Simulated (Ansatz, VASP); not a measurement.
Two plane-wave programs on Na

```xyz
4
Lattice="3.7640 0.0000 0.0000 -1.8820 3.2598 0.0000 0.0000 0.0000 12.2934" Properties=species:S:1:pos:R:3 pbc="T T T"
Na    0.0000    0.0000    0.0000
Na    0.0000    0.0000    6.1467
Na    0.0000    2.1732    3.0733
Na    1.8820    1.0866    9.2200
```

Alike in both runs: task relaxation of cell and atoms; functional RPBE; k mesh 10 × 10 × 3; occupations fermi-dirac, width 0.1 eV; no spin polarisation.

|  | VASP | Ansatz |
| --- | --- | --- |
| version | VASP 6.6.1 | Ansatz 0.2.0 |
| potentials or method | VASP PAW PBE potentials, release 64 (Na_pv), cutoff 600 eV | plane waves (420 eV) with PAW, scalar-relativistic |
| valence electrons in the cell | 28 | 36 |

|  | VASP | Ansatz | Ansatz less VASP |
| --- | --- | --- | --- |
| relaxed volume (Å³/atom) | 39.68 | 39.51 | -0.172 |
| relaxed length of the cell vector where the two differ most in proportion (Å) | 12.480 | 12.449 | -0.0316 |

VASP's potentials were made for PBE, not for RPBE. VASP's potentials hold 28 valence electrons a cell and Ansatz's 36, so a difference there can come from the potentials and not from the codes.
